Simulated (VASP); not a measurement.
Runs of VASP 6.6.1 on SiC. The structure is that of space group F-43m (No. 216), or close to it. The cells are those of the table. 

```tsv
level	cell	smearing	gap on the mesh (eV)	pressure (GPa)
PBE	a = 3.054, b = 3.054, c = 2.930 Å, angles 61.3, 61.3, 57.3°, 2 atoms	fermi-dirac 0.02 eV	0.83	21.2
r2SCAN	a = 3.118 Å, angles 60.0°, 2 atoms	gaussian 0.01 eV	1.75	-7.8
PBE	a = 3.045, b = 3.045, c = 3.080 Å, angles 59.6, 59.6, 60.8°, 2 atoms	fermi-dirac 0.02 eV	(c)	(b)
r2SCAN	a = 3.045, b = 3.045, c = 3.080 Å, angles 59.6, 59.6, 60.8°, 2 atoms	gaussian 0.01 eV	(a)	5.3
r2SCAN	a = 3.054, b = 3.054, c = 2.930 Å, angles 61.3, 61.3, 57.3°, 2 atoms	gaussian 0.01 eV	1.20	17.6
```

Alike in all rows: task single point; potentials or basis VASP PAW PBE potentials, release 64 (Si, C); no spin polarisation; k mesh 10 × 10 × 10; cutoff (eV) 520.

Q: Estimate the missing entries.

A: (a) 1.46; (b) 8.9; (c) 1.09.

Caveats: the PAW data sets were made with another functional, which shifts forces and pressure a little (some runs).

A k mesh can miss the band edges.
